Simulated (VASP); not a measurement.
Wanted: the native input for a VASP 6.6.1 run.

```
Task                   : single point
Functional             : PBEsol
Potentials or basis    : VASP PAW PBE potentials, release 64 (In_d)
Cutoff                 : 520 eV
k mesh                 : 16 × 16 × 16
Occupations            : fermi-dirac, width 0.1 eV
Spin                   : no spin polarisation
Dipole correction      : no
Further INCAR settings : ALGO = Normal; EDIFF = 1e-06; NBANDS = 12
```

The structure of In lies in POSCAR:

```
In
1.0
   -1.4271737728      1.4271737728      1.4271737728
    1.4271737728     -1.4271737728      1.4271737728
    1.4271737728      1.4271737728     -1.4271737728
In
1
Direct
    0.0000000000      0.0000000000      0.0000000000
```

This cell differs from its parent crystal: volume scaled by 0.45.

These files were run (other wordings do the same):

INCAR

```
SYSTEM = In
  PREC = Accurate
  ENCUT = 520
  EDIFF = 1E-6
  ISMEAR = -1
  SIGMA = 0.1
  LREAL = .False.
  LASPH = .True.
  NELM = 100
  ALGO = Normal
  ISIF = 2
  LWAVE = .False.
  LCHARG = .False.
  GGA = PS
  NBANDS = 12
```

KPOINTS

```
regular mesh
0
Gamma
  16 16 16
  0 0 0
```

Potentials or basis: VASP PAW PBE potentials, release 64 (In_d).

The run is started by

```sh
$ cat potpaw_PBE.64/In_d/POTCAR > POTCAR
$ mpirun -np 1 vasp_std > vasp.out
```

Results of the run:

```
Pressure : 268.1 GPa
```

Caveat: the PAW data sets were made with another functional, which shifts forces and pressure a little.

Run time: 17 s on 1 thread of Intel(R) Xeon(R) Platinum 8259CL CPU @ 2.50GHz (Skylake/Cascade Lake) (shared host), peak memory 0.13 GiB.
